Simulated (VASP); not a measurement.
# SrO (dlda) (Fm-3m) in VASP: notebook

The runs below take SrO (dlda) through single point, relaxation of cell and atoms, with LDA.

Everything below comes from runs of VASP 6.6.1. Logs are shortened: lines on timing, memory, paths and dates and some standing lists are left out, and cuts for length are marked.

### Step 1. The cell of the first run

It takes space group Fm-3m (No. 225, cubic). Conventional cell: a = 5.161 Å, b = 5.161 Å, c = 5.161 Å, α = 90.00°, β = 90.00°, γ = 90.00°. Within 3.4 Å of Sr (site symmetry m-3m) lie 6 O at 2.58 Å. Within 3.4 Å of O (site symmetry m-3m) lie 6 Sr at 2.58 Å.

### Step 2. Single point, LDA

INCAR reads:

```
PREC     = Accurate       # precision mode
ENCUT    = 520            # plane-wave cutoff, eV
EDIFF    = 1E-6           # SCF threshold, eV
ISMEAR   = 0              # smearing method
SIGMA    = 0.1            # smearing width, eV
LREAL    = F              # projectors in reciprocal space
LASPH    = T              # aspherical terms in the spheres
NELM     = 60             # most SCF steps
ALGO     = Normal         # electronic algorithm
ISIF     = 2              # what is computed and relaxed
LWAVE    = F              # write WAVECAR
LCHARG   = F              # write CHGCAR
GGA      = CA             # functional
NBANDS   = 15             # bands
```

KPOINTS reads:

```
regular mesh
0
Gamma
  6 6 6
```

POSCAR reads:

```
SrO
1.0
    0.0000000000      2.5806600000      2.5806600000
    2.5806600000      0.0000000000      2.5806600000
    2.5806600000      2.5806600000      0.0000000000
Sr O
1 1
Direct
    0.0000000000      0.0000000000      0.0000000000
    0.5000000000      0.5000000000      0.5000000000
```

Potentials or basis: VASP PAW LDA potentials, release 64 (Sr_sv, O).

Started as:

```
> cat potpaw_LDA.64/Sr_sv/POTCAR potpaw_LDA.64/O/POTCAR > POTCAR
> mpirun -np 1 vasp_std > vasp.out
```

OUTCAR:

```text
PREC = Accurate
   ENCUT = 520
   EDIFF = 1E-6
   ISMEAR = 0
   LREAL = F
   LASPH = T
   NELM = 60
   ISIF = 2
   GGA = CA

 ion  position               nearest neighbor table
   1  0.000  0.000  0.000-   2 2.58   2 2.58   2 2.58   2 2.58   2 2.58   2 2.58
   2  0.500  0.500  0.500-   1 2.58   1 2.58   1 2.58   1 2.58   1 2.58   1 2.58

  LATTYP: Found a face centered cubic cell.
 ALAT       =     5.1613200000

  Lattice vectors:

 A1 = (   0.0000000000,   2.5806600000,   2.5806600000)
 A2 = (   2.5806600000,   0.0000000000,   2.5806600000)
 A3 = (   2.5806600000,   2.5806600000,   0.0000000000)

Analysis of symmetry for initial positions (statically):
=====================================================================
 Subroutine PRICEL returns:
 Original cell was already a primitive cell.

 Routine SETGRP: Setting up the symmetry group for a
 face centered cubic supercell.

 Subroutine GETGRP returns: Found 48 space group operations
 (whereof 48 operations were pure point group operations)
 out of a pool of 48 trial point group operations.

The static configuration has the point symmetry O_h .

Analysis of symmetry for dynamics (positions and initial velocities):
=====================================================================
 Subroutine PRICEL returns:
 Original cell was already a primitive cell.

 Routine SETGRP: Setting up the symmetry group for a
 face centered cubic supercell.

 Subroutine GETGRP returns: Found 48 space group operations
 (whereof 48 operations were pure point group operations)
 out of a pool of 48 trial point group operations.

The dynamic configuration has the point symmetry O_h .

 Subroutine INISYM returns: Found 48 space group operations
 (whereof 48 operations are pure point group operations),
 and found     1 'primitive' translations

----------------------------------------------------------------------------------------

                                     Primitive cell

  volume of cell :      34.3734

  direct lattice vectors                    reciprocal lattice vectors
     0.000000000  2.580660000  2.580660000    -0.193748886  0.193748886  0.193748886
     2.580660000  0.000000000  2.580660000     0.193748886 -0.193748886  0.193748886
     2.580660000  2.580660000  0.000000000     0.193748886  0.193748886 -0.193748886

  length of vectors
     3.649604372  3.649604372  3.649604372     0.335582914  0.335582914  0.335582914

  position of ions in fractional coordinates (direct lattice)
     0.000000000  0.000000000  0.000000000
     0.500000000  0.500000000  0.500000000

  ion indices of the primitive-cell ions
   primitive index   ion index
                 1           1
                 2           2

----------------------------------------------------------------------------------------

 KPOINTS: regular mesh

Automatic generation of k-mesh.
 Grid dimensions read from file:
 generate k-points for:    6    6    6

 Generating k-lattice:

  Cartesian coordinates                     Fractional coordinates (reciprocal lattice)
    -0.032291481  0.032291481  0.032291481     0.166666667  0.000000000  0.000000000
     0.032291481 -0.032291481  0.032291481     0.000000000  0.166666667  0.000000000
     0.032291481  0.032291481 -0.032291481     0.000000000  0.000000000  0.166666667

  Length of vectors
     0.055930486  0.055930486  0.055930486

  Shift w.r.t. Gamma in fractional coordinates (k-lattice)
     0.000000000  0.000000000  0.000000000

 Subroutine IBZKPT returns following result:
 ===========================================

 Found     16 irreducible k-points:

 Following reciprocal coordinates:
            Coordinates               Weight
  0.000000  0.000000  0.000000      1.000000
  0.166667  0.000000  0.000000      8.000000
  0.333333  0.000000  0.000000      8.000000
  0.500000  0.000000  0.000000      4.000000
  0.166667  0.166667  0.000000      6.000000
  0.333333  0.166667  0.000000     24.000000
[... 8 lines left out ...]
 -0.333333  0.333333  0.166667     24.000000
 -0.333333  0.500000  0.166667     12.000000
   k-points           NKPTS =     16   k-points in BZ     NKDIM =     16   number of bands    NBANDS=     15
   number of dos      NEDOS =    301   number of ions     NIONS =      2
   total plane-waves  NPLWV =  21952
   dimension x,y,z NGX =    28 NGY =   28 NGZ =   28
   dimension x,y,z NGXF=    56 NGYF=   56 NGZF=   56
   ions per type =               1   1
   NGX,Y,Z   is equivalent  to a cutoff of  12.75, 12.75, 12.75 a.u.
   NGXF,Y,Z  is equivalent  to a cutoff of  25.51, 25.51, 25.51 a.u.
 SYSTEM =  unknown system
   PREC   = accura    normal or accurate (medium, high low for compatibility)
   ISTART =      0    job   : 0-new  1-cont  2-samecut
   ICHARG =      2    charge: 1-file 2-atom 10-const
   ISPIN  =      1    spin polarized calculation?
   LNONCOLLINEAR =      F non collinear calculations
   LSORBIT =      F    spin-orbit coupling
[... 30 lines left out ...]
   AEXX    =    0.0000 exact exchange contribution
   IVDW    =     0    specifies the selected vdW correction
   LEPSILON=     F    determine dielectric tensor
   LRPA    =     F    only Hartree local field effects (RPA)
 non-spin polarized calculation
 Gauss-broadening in eV      SIGMA  =   0.10
  energy-cutoff  :      520.00
  volume of cell :       34.37
 maximum number of plane-waves:       941
   NGX = 13   NGY = 13   NGZ = 13

 number of electron      15.9999998 magnetization

 Free energy of the ion-electron system (eV)
  ---------------------------------------------------
  ext. energy  EPLUGINS =         0.00000000
  ---------------------------------------------------
  free energy    TOTEN  =       -13.36409014 eV

  energy without entropy =      -13.36409014  energy(sigma->0) =      -13.36409014

 E-fermi :   1.7101     XC(G=0): -10.4746

 val. band max:        1.2891652086   @ k =   0.0000   0.0000   0.0000
 cond. band min:       4.3964884926   @ k =   0.5000   0.5000   0.0000
 fundamental gap:      3.1073232839
 Fermi energy:         1.7100633492

 k-point     1 :       0.0000    0.0000    0.0000
  band No.  band energies     occupation
      1     -30.8338      2.00000
      2     -13.4565      2.00000
      3     -12.5721      2.00000
      4     -12.5721      2.00000
      5     -12.5721      2.00000
      6       1.2892      2.00000
      7       1.2892      2.00000
      8       1.2892      2.00000
      9       5.0107      0.00000
     10       7.3691      0.00000
     11       7.3691      0.00000
     12       7.3691      0.00000
     13       9.5672      0.00000
     14       9.5672      0.00000
     15      13.6795      0.00000

 k-point     2 :       0.1667    0.0000    0.0000
  band No.  band energies     occupation
      1     -30.7998      2.00000
      2     -14.0790      2.00000
      3     -12.5934      2.00000
      4     -12.5934      2.00000
      5     -12.0304      2.00000
      6       0.5408      2.00000
      7       0.9599      2.00000
      8       0.9599      2.00000
      9       6.1732      0.00000
     10       7.1553      0.00000
     11       7.9055      0.00000
     12       7.9055      0.00000
     13      10.2618      0.00000
     14      10.2618      0.00000
     15      15.3577      0.00000

 k-point     3 :       0.3333    0.0000    0.0000
  band No.  band energies     occupation
      1     -30.7308      2.00000
      2     -14.7934      2.00000
      3     -12.6351      2.00000
      4     -12.6351      2.00000
      5     -11.4788      2.00000
      6      -0.5060      2.00000
      7       0.3974      2.00000
      8       0.3974      2.00000
      9       7.3281      0.00000
     10       8.3024      0.00000
     11       9.2076      0.00000
     12       9.2076      0.00000
     13      11.8242      0.00000
     14      11.8242      0.00000
     15      16.9146      0.00000
[... 199 lines left out ...]
 k-point    15 :      -0.3333    0.3333    0.1667
  band No.  band energies     occupation
      1     -30.6644      2.00000
      2     -14.5238      2.00000
      3     -13.1123      2.00000
      4     -12.9589      2.00000
      5     -11.7972      2.00000
      6      -0.0631      2.00000
      7       0.6060      2.00000
      8       0.6666      2.00000
      9       7.3423      0.00000
     10       7.4616      0.00000
     11      10.1648      0.00000
     12      11.2976      0.00000
     13      12.6589      0.00000
     14      13.9036      0.00000
     15      14.7801      0.00000

 k-point    16 :      -0.3333    0.5000    0.1667
  band No.  band energies     occupation
      1     -30.6543      2.00000
      2     -14.0749      2.00000
      3     -13.4012      2.00000
      4     -13.1008      2.00000
      5     -12.1007      2.00000
      6       0.3949      2.00000
      7       0.8135      2.00000
      8       0.9380      2.00000
      9       5.7836      0.00000
     10       8.7043      0.00000
     11       9.6418      0.00000
     12      12.2113      0.00000
     13      12.3544      0.00000
     14      13.8820      0.00000
     15      14.5642      0.00000

------------------------ aborting loop because EDIFF is reached ----------------------------------------

  FORCE on cell =-STRESS in cart. coord.  units (eV):
  Direction    XX          YY          ZZ          XY          YZ          ZX
  --------------------------------------------------------------------------------------
  -------------------------------------------------------------------------------------
  Total       -0.9814491     -0.9814491     -0.9814491      0.0000000      0.0000000     -0.0000000
  in kB      -45.7463040    -45.7463040    -45.7463040      0.0000000      0.0000000     -0.0000000
  external PRESSURE =     -45.7463040 kB  Pullay stress =       0.0000000 kB

 VOLUME and BASIS-vectors are now :
 -----------------------------------------------------------------------------
  energy-cutoff  :      520.00
  volume of cell :       34.37
      direct lattice vectors                 reciprocal lattice vectors
     0.000000000  2.580660000  2.580660000    -0.193748886  0.193748886  0.193748886
     2.580660000  0.000000000  2.580660000     0.193748886 -0.193748886  0.193748886
     2.580660000  2.580660000  0.000000000     0.193748886  0.193748886 -0.193748886

 POSITION                                       TOTAL-FORCE (eV/Angst)
 -----------------------------------------------------------------------------------
      0.00000      0.00000      0.00000         0.000000      0.000000     -0.000000
      2.58066      2.58066      2.58066        -0.000000     -0.000000      0.000000
 -----------------------------------------------------------------------------------
    total drift:                                0.000000      0.000000      0.000000

  FREE ENERGIE OF THE ION-ELECTRON SYSTEM (eV)
  ---------------------------------------------------
  free  energy   TOTEN  =       -13.3640901414 eV

  energy  without entropy=      -13.3640901414  energy(sigma->0) =      -13.36409014
```

Run time: 8 s. Hardware: 1 thread of Intel Xeon Platinum 8488C (Sapphire Rapids), shared host; peak memory 0.14 GiB.

Results:

```yaml
Free_energy: -13.3641 eV
Pressure: -4.6 GPa
Band_gap_on_the_k_mesh: 3.11 eV, indirect (least direct gap 3.20 eV)
```

A k mesh can miss the band edges. LDA gaps usually lie below the measured ones, often by a third to a half.

### Step 3. Single point, LDA

This run uses another cell than the first one, of 16.24 Å³/atom, 0.945 times its volume.

INCAR reads:

```
SYSTEM = SrO
  ALGO = Normal
  EDIFF = 1E-7
  ENCUT = 520
  ISIF = 2
  ISMEAR = 0
  LASPH = .True.
  LCHARG = .False.
  LREAL = .False.
  LWAVE = .False.
  NBANDS = 15
  NELM = 60
  PREC = Accurate
  SIGMA = 0.01
```

KPOINTS reads:

```
k-points
0
Gamma
  8 8 8
  0 0 0
```

POSCAR reads:

```
SrO
1.0
    0.0000000000      2.5323443572      2.5323443572
    2.5323443572      0.0000000000      2.5323443572
    2.5323443572      2.5323443572      0.0000000000
Sr O
1 1
Direct
    0.0000000000      0.0000000000      0.0000000000
    0.5000000000      0.5000000000      0.5000000000
```

Potentials or basis: VASP PAW LDA potentials, release 64 (Sr_sv, O).

Started as:

```
> cat potpaw_LDA.64/Sr_sv/POTCAR potpaw_LDA.64/O/POTCAR > POTCAR
> mpirun -np 1 vasp_std > vasp.out
```

It took 9.4 s on 1 thread of Intel Xeon Platinum 8488C (Sapphire Rapids), shared host; peak memory 0.14 GiB.

The run converged. Its results:

```
Free energy            : -13.3868 eV
Pressure               : 0.8 GPa
Band gap on the k mesh : 3.06 eV, indirect (least direct gap 3.11 eV)
```

Levels at points of the mesh, in eV from the valence-band top:
```tsv
k point	band 4	band 5	band 6	band 7	band 8	band 9	band 10	band 11	band 12	band 13
(0.00, 0.00, 0.00)	-13.61	-13.61	0.00	0.00	0.00	4.13	6.20	6.20	6.20	8.53
(0.50, 0.00, 0.00)	-13.70	-12.29	-2.33	-1.25	-1.25	6.64	8.63	9.06	9.06	12.40
(0.50, 0.50, 0.00)	-14.05	-14.05	-0.34	-0.05	-0.05	3.06	8.11	10.49	10.58	11.52
```

A k mesh can miss the band edges. LDA gaps usually lie below the measured ones, often by a third to a half.

### Step 4. Relaxation of cell and atoms, LDA

INCAR reads:

```
SYSTEM = SrO
PREC     = Accurate       ! precision mode
ENCUT    = 600            ! plane-wave cutoff, eV
EDIFF    = 1E-7           ! SCF threshold, eV
ISMEAR   = 0              ! smearing method
SIGMA    = 0.02           ! smearing width, eV
LREAL    = .False.        ! projectors in reciprocal space
LASPH    = .True.         ! aspherical terms in the spheres
NELM     = 80             ! most SCF steps
ALGO     = Normal         ! electronic algorithm
ISIF     = 3              ! what is computed and relaxed
LWAVE    = .False.        ! write WAVECAR
LCHARG   = .False.        ! write CHGCAR
GGA      = CA             ! functional
IBRION   = 2              ! ionic algorithm
NSW      = 100            ! ionic steps
EDIFFG   = -0.002         ! ionic threshold
```

KPOINTS reads:

```
regular mesh
0
Gamma
  6 6 6
  0 0 0
```

POSCAR reads:

```
SrO
1.0
    0.0000000000      2.5806600000      2.5806600000
    2.5806600000      0.0000000000      2.5806600000
    2.5806600000      2.5806600000      0.0000000000
Sr O
1 1
Direct
    0.0000000000      0.0000000000      0.0000000000
    0.5000000000      0.5000000000      0.5000000000
```

Started as:

```
> cat potpaw_LDA.64/Sr_sv/POTCAR potpaw_LDA.64/O/POTCAR > POTCAR
> mpirun -np 1 vasp_std > vasp.out
```

It took 17 s on 1 thread of Intel Xeon Platinum 8488C (Sapphire Rapids), shared host; peak memory 0.15 GiB.

The run converged. Its results:

```
Free energy                            : -13.3917 eV
Relaxed volume                         : 16.34 Å³/atom
Relaxed cell                           : a = 3.589 Å, b = 3.589 Å, c = 3.589 Å, α = 60.00°, β = 60.00°, γ = 60.00°
Space group after relaxing (to 0.05 Å) : Fm-3m (No. 225)
Energy gained by relaxing              : 12.9 meV/atom
Ionic steps                            : 3
Pressure after relaxing                : 0.0 GPa
Band gap on the k mesh                 : 3.07 eV, indirect (least direct gap 3.12 eV)
```

Step by step:
| step | energy change (eV) | largest force (eV/Å) | pressure (GPa) | volume (Å³) |
| --- | --- | --- | --- | --- |
| 1 | 0.0000 | 0.0000 | -4.67 | 34.37 |
| 2 | -0.0200 | 0.0000 | 2.53 | 31.94 |
| 3 | -0.0258 | 0.0000 | 0.00 | 32.69 |

Final structure:
```yaml
crystal:
  lattice:
    - [0.00000, 2.53774, 2.53774]
    - [2.53774, 0.00000, 2.53774]
    - [2.53774, 2.53774, 0.00000]
  atoms:
    - { symbol: Sr, position: [0.00000, 0.00000, 0.00000] }
    - { symbol: O, position: [0.50000, 0.50000, 0.50000] }
```

Levels at points of the mesh, in eV from the valence-band top:
```
           k point  band 6  band 7  band 8  band 9  band 10  band 11
(0.00, 0.00, 0.00)    0.00    0.00    0.00    4.08     6.19     6.19
(0.50, 0.00, 0.00)   -2.32   -1.24   -1.24    6.61     8.58     9.03
(0.50, 0.50, 0.00)   -0.35   -0.05   -0.05    3.07     8.06    10.45
```

### Step 5. Relaxation of cell and atoms, LDA

This run uses another cell than the first one, of 16.24 Å³/atom, 0.945 times its volume.

INCAR reads:

```
SYSTEM = SrO
PREC = Accurate
ENCUT = 600
EDIFF = 1E-6
ISMEAR = 0
SIGMA = 0.01
LREAL = .FALSE.
LASPH = .TRUE.
NELM = 100
ALGO = Normal
ISIF = 3
LWAVE = .FALSE.
LCHARG = .FALSE.
GGA = CA
IBRION = 2
NSW = 80
EDIFFG = -0.001
```

KPOINTS reads:

```
regular mesh
0
G
  8 8 8
  0 0 0
```

POSCAR reads:

```
SrO
1.0
    0.0000000000      2.5323443572      2.5323443572
    2.5323443572      0.0000000000      2.5323443572
    2.5323443572      2.5323443572      0.0000000000
Sr O
1 1
Direct
    0.0000000000      0.0000000000      0.0000000000
    0.5000000000      0.5000000000      0.5000000000
```

Started as:

```
> cat potpaw_LDA.64/Sr_sv/POTCAR potpaw_LDA.64/O/POTCAR > POTCAR
> mpirun -np 1 vasp_std > vasp.out
```

Wall time 24 s (1 thread of Intel Xeon Platinum 8488C (Sapphire Rapids), shared host); peak memory 0.15 GiB.

The run converged. Its results:

```yaml
Free_energy: -13.3893 eV
Relaxed_volume: 16.35 Å³/atom
Relaxed_cell: a = 3.589 Å, b = 3.589 Å, c = 3.589 Å, α = 60.00°, β = 60.00°, γ = 60.00°
Space_group_after_relaxing_to_0.05_Å: Fm-3m (No. 225)
Energy_gained_by_relaxing: 0.2 meV/atom
Ionic_steps: 3
Pressure_after_relaxing: 0.0 GPa
Band_gap_on_the_k_mesh: 3.07 eV, indirect (least direct gap 3.12 eV)
```

The path:
```csv
step,energy change (eV),largest force (eV/Å),pressure (GPa),volume (Å³)
1,0.0000,0.0000,0.73,32.48
2,-0.0003,0.0000,-0.40,32.83
3,-0.0005,0.0000,0.00,32.69
```

Final structure:
```cif
data_structure
_symmetry_space_group_name_H-M 'P 1'
_symmetry_Int_Tables_number 1
_cell_length_a 3.5892
_cell_length_b 3.5892
_cell_length_c 3.5892
_cell_angle_alpha 60.000
_cell_angle_beta 60.000
_cell_angle_gamma 60.000
_cell_volume 32.69
loop_
_atom_site_label
_atom_site_type_symbol
_atom_site_fract_x
_atom_site_fract_y
_atom_site_fract_z
_atom_site_occupancy
Sr1 Sr 0.00000 0.00000 0.00000 1
O1 O 0.50000 0.50000 0.50000 1
```

Levels at points of the mesh, in eV from the valence-band top:
| k point | band 6 | band 7 | band 8 | band 9 | band 10 | band 11 |
| --- | --- | --- | --- | --- | --- | --- |
| (0.00, 0.00, 0.00) | 0.00 | 0.00 | 0.00 | 4.08 | 6.18 | 6.18 |
| (0.50, 0.00, 0.00) | -2.32 | -1.24 | -1.24 | 6.61 | 8.58 | 9.03 |
| (0.50, 0.50, 0.00) | -0.35 | -0.05 | -0.05 | 3.07 | 8.06 | 10.44 |

A k mesh can miss the band edges. Expect the measured gap to be larger: semilocal functionals such as LDA lack the derivative discontinuity.

### Step 6. Summary

```csv
task,cell,k mesh,cutoff (eV),smearing,gap on the mesh (eV),pressure (GPa),relaxed volume (Å³/atom)
single point,"a = 3.650 Å, angles 60.0°, 2 atoms",6 × 6 × 6,520,gaussian 0.1 eV,3.11,-4.6,-
single point,"a = 3.581 Å, angles 60.0°, 2 atoms",8 × 8 × 8,520,gaussian 0.01 eV,3.06,0.8,-
relaxation of cell and atoms,"relaxed from a = 3.650 Å, angles 60.0°, 2 atoms",6 × 6 × 6,600,gaussian 0.02 eV,3.07,0.0,16.34
relaxation of cell and atoms,"relaxed from a = 3.581 Å, angles 60.0°, 2 atoms",8 × 8 × 8,600,gaussian 0.01 eV,3.07,0.0,16.35
```

Alike in all rows: level LDA; potentials or basis VASP PAW LDA potentials, release 64 (Sr_sv, O); no spin polarisation.

Absolute energies hang on the potentials; compare differences alone.
